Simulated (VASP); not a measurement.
# PrBe3Si in VASP: single point with PBE

Aim: the single point of PrBe3Si with PBE.

All numbers are computed with VASP 6.6.1; they aren't measurements. Logs are shortened: lines on timing, memory, paths and dates and some standing lists are left out, and cuts for length are marked.

**1. The cell of the first run**

The typed cell holds 10 atoms: a = 6.075 Å, b = 6.075 Å, c = 6.075 Å, α = 60.00°, β = 60.00°, γ = 60.00°.

The cell was generated, and may not be a known phase.

**2. Single point, PBE**

INCAR reads:

```
  PREC = Accurate
  ENCUT = 600
  EDIFF = 1E-6
  ISMEAR = 0
  SIGMA = 0.2
  LREAL = F
  LASPH = T
  NELM = 200
  ALGO = Normal
  ISIF = 2
  LWAVE = F
  LCHARG = T
  GGA = PE
  LELF = T
  LVHAR = T
  NBANDS = 32
  GGA_COMPAT = F
  LMAXMIX = 6
```

KPOINTS reads:

```
Automatic mesh
0
Gamma
  4 4 4
```

POSCAR reads:

```
PrBe3Si
1.0
    0.0000000000      4.2956490483      4.2956490483
    4.2956490483      0.0000000000      4.2956490483
    4.2956490483      4.2956490483      0.0000000000
Pr Be Si
2 6 2
Direct
    0.7500000000      0.7500000000      0.7500000000
    0.2500000000      0.2500000000      0.2500000000
    0.2499775867      0.7500224133      0.7500224133
    0.7500224133      0.2499775867      0.2499775867
    0.7500224133      0.2499775867      0.7500224133
    0.2499775867      0.7500224133      0.2499775867
    0.7500224133      0.7500224133      0.2499775867
    0.2499775867      0.2499775867      0.7500224133
    0.0000000000      0.0000000000      0.0000000000
    0.5000000000      0.5000000000      0.5000000000
```

Potentials or basis: VASP PAW PBE potentials, release 64 (Pr_3, Be, Si), 4f in core.

On the command line:

```
$ cat potpaw_PBE.64/Pr_3/POTCAR potpaw_PBE.64/Be/POTCAR potpaw_PBE.64/Si/POTCAR > POTCAR
$ mpirun -np 1 vasp_std > vasp.out
```

OUTCAR:

```text
PREC = Accurate
   ENCUT = 600
   EDIFF = 1E-6
   ISMEAR = 0
   LREAL = F
   LASPH = T
   NELM = 200
   ISIF = 2
   GGA = PE

 ion  position               nearest neighbor table
   1  0.750  0.750  0.750-   3 3.04   5 3.04   7 3.04   4 3.04   6 3.04   7 3.04   4 3.04   5 3.04
                             8 3.04   3 3.04   6 3.04   8 3.04
   2  0.250  0.250  0.250-   4 3.04   5 3.04   7 3.04   3 3.04   6 3.04   7 3.04   3 3.04   5 3.04
                             8 3.04   4 3.04   6 3.04   8 3.04
   3  0.250  0.750  0.750-   9 2.15  10 2.15   1 3.04   1 3.04   2 3.04   2 3.04
   4  0.750  0.250  0.250-   9 2.15  10 2.15   2 3.04   1 3.04   1 3.04   2 3.04
   5  0.750  0.250  0.750-   9 2.15  10 2.15   1 3.04   1 3.04   2 3.04   2 3.04
   6  0.250  0.750  0.250-   9 2.15  10 2.15   2 3.04   1 3.04   1 3.04   2 3.04
   7  0.750  0.750  0.250-   9 2.15  10 2.15   1 3.04   1 3.04   2 3.04   2 3.04
   8  0.250  0.250  0.750-   9 2.15  10 2.15   2 3.04   1 3.04   1 3.04   2 3.04
   9  0.000  0.000  0.000-   3 2.15   4 2.15   5 2.15   6 2.15   7 2.15   8 2.15
  10  0.500  0.500  0.500-   3 2.15   4 2.15   5 2.15   6 2.15   7 2.15   8 2.15

  LATTYP: Found a face centered cubic cell.
 ALAT       =     8.5912980966

  Lattice vectors:

 A1 = (   0.0000000000,   4.2956490483,   4.2956490483)
 A2 = (   4.2956490483,   0.0000000000,   4.2956490483)
 A3 = (   4.2956490483,   4.2956490483,   0.0000000000)

Analysis of symmetry for initial positions (statically):
=====================================================================
 Subroutine PRICEL returns:
 Original cell was already a primitive cell.

 Routine SETGRP: Setting up the symmetry group for a
 face centered cubic supercell.

 Subroutine GETGRP returns: Found 48 space group operations
 (whereof 48 operations were pure point group operations)
 out of a pool of 48 trial point group operations.

The static configuration has the point symmetry O_h .

Analysis of symmetry for dynamics (positions and initial velocities):
=====================================================================
 Subroutine PRICEL returns:
 Original cell was already a primitive cell.

 Routine SETGRP: Setting up the symmetry group for a
 face centered cubic supercell.

 Subroutine GETGRP returns: Found 48 space group operations
 (whereof 48 operations were pure point group operations)
 out of a pool of 48 trial point group operations.

The dynamic configuration has the point symmetry O_h .

 Subroutine INISYM returns: Found 48 space group operations
 (whereof 48 operations are pure point group operations),
 and found     1 'primitive' translations

----------------------------------------------------------------------------------------

                                     Primitive cell

  volume of cell :     158.5318

  direct lattice vectors                    reciprocal lattice vectors
     0.000000000  4.295649048  4.295649048    -0.116396846  0.116396846  0.116396846
     4.295649048  0.000000000  4.295649048     0.116396846 -0.116396846  0.116396846
     4.295649048  4.295649048  0.000000000     0.116396846  0.116396846 -0.116396846

  length of vectors
     6.074965143  6.074965143  6.074965143     0.201605251  0.201605251  0.201605251

  position of ions in fractional coordinates (direct lattice)
     0.750000000  0.750000000  0.750000000
     0.250000000  0.250000000  0.250000000
     0.249977587  0.750022413  0.750022413
     0.750022413  0.249977587  0.249977587
     0.750022413  0.249977587  0.750022413
     0.249977587  0.750022413  0.249977587
     0.750022413  0.750022413  0.249977587
     0.249977587  0.249977587  0.750022413
     0.000000000  0.000000000  0.000000000
     0.500000000  0.500000000  0.500000000

  ion indices of the primitive-cell ions
   primitive index   ion index
                 1           1
                 2           2
                 3           3
                 4           4
                 5           5
                 6           6
                 7           7
                 8           8
                 9           9
                10          10

----------------------------------------------------------------------------------------

 KPOINTS: Automatic mesh

Automatic generation of k-mesh.
 Grid dimensions read from file:
 generate k-points for:    4    4    4

 Generating k-lattice:

  Cartesian coordinates                     Fractional coordinates (reciprocal lattice)
    -0.029099211  0.029099211  0.029099211     0.250000000  0.000000000  0.000000000
     0.029099211 -0.029099211  0.029099211     0.000000000  0.250000000  0.000000000
     0.029099211  0.029099211 -0.029099211     0.000000000  0.000000000  0.250000000

  Length of vectors
     0.050401313  0.050401313  0.050401313

  Shift w.r.t. Gamma in fractional coordinates (k-lattice)
     0.000000000  0.000000000  0.000000000

 Subroutine IBZKPT returns following result:
 ===========================================

 Found      8 irreducible k-points:

 Following reciprocal coordinates:
            Coordinates               Weight
  0.000000  0.000000  0.000000      1.000000
  0.250000  0.000000  0.000000      8.000000
  0.500000  0.000000  0.000000      4.000000
  0.250000  0.250000  0.000000      6.000000
  0.500000  0.250000  0.000000     24.000000
 -0.250000  0.250000  0.000000     12.000000
  0.500000  0.500000  0.000000      3.000000
 -0.250000  0.500000  0.250000      6.000000
   k-points           NKPTS =      8   k-points in BZ     NKDIM =      8   number of bands    NBANDS=     32
   number of dos      NEDOS =    301   number of ions     NIONS =     10
   total plane-waves  NPLWV = 125000
   dimension x,y,z NGX =    50 NGY =   50 NGZ =   50
   dimension x,y,z NGXF=   100 NGYF=  100 NGZF=  100
   ions per type =               2   6   2
   NGX,Y,Z   is equivalent  to a cutoff of  13.68, 13.68, 13.68 a.u.
   NGXF,Y,Z  is equivalent  to a cutoff of  27.37, 27.37, 27.37 a.u.
 SYSTEM =  unknown system
   PREC   = accura    normal or accurate (medium, high low for compatibility)
   ISTART =      0    job   : 0-new  1-cont  2-samecut
   ICHARG =      2    charge: 1-file 2-atom 10-const
   ISPIN  =      1    spin polarized calculation?
   LNONCOLLINEAR =      F non collinear calculations
   LSORBIT =      F    spin-orbit coupling
   LASPH  =      T    aspherical Exc in radial PAW
   ENCUT  =  600.0 eV  44.10 Ry    6.64 a.u.  12.13 12.13 12.13*2*pi/ulx,y,z
   NELM   =    200;   NELMIN=  2; NELMDL= -5     # of ELM steps
   EDIFF  = 0.1E-05   stopping-criterion for ELM
   LREAL  =      F    real-space projection
[... 7 lines left out ...]
   TEBEG  =    0.0;   TEEND  =   0.0 temperature during run
   PSTRESS=    0.0 pullay stress
   NELECT =      42.0000    total number of electrons
   NUPDOWN=      -1.0000    fix difference up-down
   EMIN   =  10.00;   EMAX   =-10.00  energy-range for DOS
   EFERMI =   0.00;   METHOD = LEGACY
   ISMEAR =     0;   SIGMA  =   0.20  broadening in eV -4-tet -1-fermi 0-gaus
   EFERMI_NEDOS =   21; number of points for ismear=-14 and -15
   IALGO  =     38    algorithm
   IMIX   =      4    mixing-type and parameters
     AMIX     =   0.40;   BMIX     =  1.00
     AMIX_MAG =   1.60;   BMIX_MAG =  1.00
  volume/ion in A,a.u.               =      15.85       106.98
  Fermi-wavevector in a.u.,A,eV,Ry     =   1.051443  1.986939 15.041686  1.105533
  Thomas-Fermi vector in A             =   2.186486
   LORBIT       =      0    0 simple, 1 ext, 2 COOP (PROOUT), +10 PAW based schemes
   GGA     = PE    functional components
   LHFCALC =     F    Hartree Fock is set to
   AEXX    =    0.0000 exact exchange contribution
   IVDW    =     0    specifies the selected vdW correction
   LEPSILON=     F    determine dielectric tensor
   LRPA    =     F    only Hartree local field effects (RPA)
 non-spin polarized calculation
 Gauss-broadening in eV      SIGMA  =   0.20
  energy-cutoff  :      600.00
  volume of cell :      158.53
 maximum number of plane-waves:      5346
 NGX is ok and might be reduce to    50
   NGX = 25   NGY = 25   NGZ = 25

 number of electron      42.0000000 magnetization

 Free energy of the ion-electron system (eV)
  ---------------------------------------------------
  ext. energy  EPLUGINS =         0.00000000
  ---------------------------------------------------
  free energy    TOTEN  =       -39.06382535 eV

  energy without entropy =      -38.98433851  energy(sigma->0) =      -39.02408193

 E-fermi :   5.2922     XC(G=0): -10.0459

 val. band max:        5.2658053704   @ k =  -0.2500   0.5000   0.2500
 cond. band min:       5.4999177039   @ k =  -0.2500   0.2500   0.0000
 fundamental gap:      0.2341123335
 Fermi energy:         5.2922019549

 k-point     1 :       0.0000    0.0000    0.0000
  band No.  band energies     occupation
      1     -30.5765      2.00000
      2     -30.5523      2.00000
      3     -12.7153      2.00000
      4     -12.7153      2.00000
      5     -12.7153      2.00000
      6     -12.5689      2.00000
[... 24 lines left out ...]
     31       9.4450      0.00000
     32       9.4457      0.00000

 k-point     2 :       0.2500    0.0000    0.0000
  band No.  band energies     occupation
      1     -30.5730      2.00000
      2     -30.5558      2.00000
      3     -12.6988      2.00000
      4     -12.6947      2.00000
      5     -12.6947      2.00000
      6     -12.5988      2.00000
[... 24 lines left out ...]
     31       9.1270      0.00000
     32       9.2205      0.00000
[... 173 lines left out ...]
     31       8.4270      0.00000
     32       8.5909      0.00000

 k-point     8 :      -0.2500    0.5000    0.2500
  band No.  band energies     occupation
      1     -30.5644      2.00000
      2     -30.5644      2.00000
      3     -12.7667      2.00000
      4     -12.7667      2.00000
      5     -12.6454      2.00000
      6     -12.6454      2.00000
[... 24 lines left out ...]
     31       8.5868      0.00000
     32       8.5868      0.00000

------------------------ aborting loop because EDIFF is reached ----------------------------------------

  FORCE on cell =-STRESS in cart. coord.  units (eV):
  Direction    XX          YY          ZZ          XY          YZ          ZX
  --------------------------------------------------------------------------------------
  -------------------------------------------------------------------------------------
  Total        0.0776501      0.0776501      0.0776501      0.0000000      0.0000000      0.0000000
  in kB        0.7847593      0.7847593      0.7847593      0.0000000      0.0000000      0.0000000
  external PRESSURE =       0.7847593 kB  Pullay stress =       0.0000000 kB

 VOLUME and BASIS-vectors are now :
 -----------------------------------------------------------------------------
  energy-cutoff  :      600.00
  volume of cell :      158.53
      direct lattice vectors                 reciprocal lattice vectors
     0.000000000  4.295649048  4.295649048    -0.116396846  0.116396846  0.116396846
     4.295649048  0.000000000  4.295649048     0.116396846 -0.116396846  0.116396846
     4.295649048  4.295649048  0.000000000     0.116396846  0.116396846 -0.116396846

 POSITION                                       TOTAL-FORCE (eV/Angst)
 -----------------------------------------------------------------------------------
      6.44347      6.44347      6.44347        -0.000000      0.000000     -0.000000
      2.14782      2.14782      2.14782         0.000000      0.000000      0.000000
      6.44367      4.29565      4.29565        -0.001411      0.000000      0.000000
      2.14763      4.29565      4.29565         0.001411      0.000000      0.000000
      4.29565      6.44367      4.29565         0.000000     -0.001411      0.000000
      4.29565      2.14763      4.29565         0.000000      0.001411      0.000000
      4.29565      4.29565      6.44367         0.000000      0.000000     -0.001411
      4.29565      4.29565      2.14763         0.000000      0.000000      0.001411
      0.00000      0.00000      0.00000         0.000000      0.000000      0.000000
      4.29565      4.29565      4.29565        -0.000000      0.000000     -0.000000
 -----------------------------------------------------------------------------------
    total drift:                               -0.000000      0.000000      0.000000

  FREE ENERGIE OF THE ION-ELECTRON SYSTEM (eV)
  ---------------------------------------------------
  free  energy   TOTEN  =       -39.0638253460 eV

  energy  without entropy=      -38.9843385111  energy(sigma->0) =      -39.02408193
```

Run time: 42 s. Hardware: 1 thread of Intel Xeon 6975P-C (Granite Rapids), shared host; peak memory 0.37 GiB.

What came out:

```
Free energy            : -39.0638 eV
Pressure               : 0.1 GPa
Band gap on the k mesh : zero (bands 21 and 22 overlap by 0.22 eV)
```

Caveat: spin-orbit coupling is left out, which moves the levels of the heavy elements; the 4f electrons are frozen in the core, so they carry no moment and show no levels.

The gap in the log of VASP goes by the Fermi energy; the results here count the filled bands.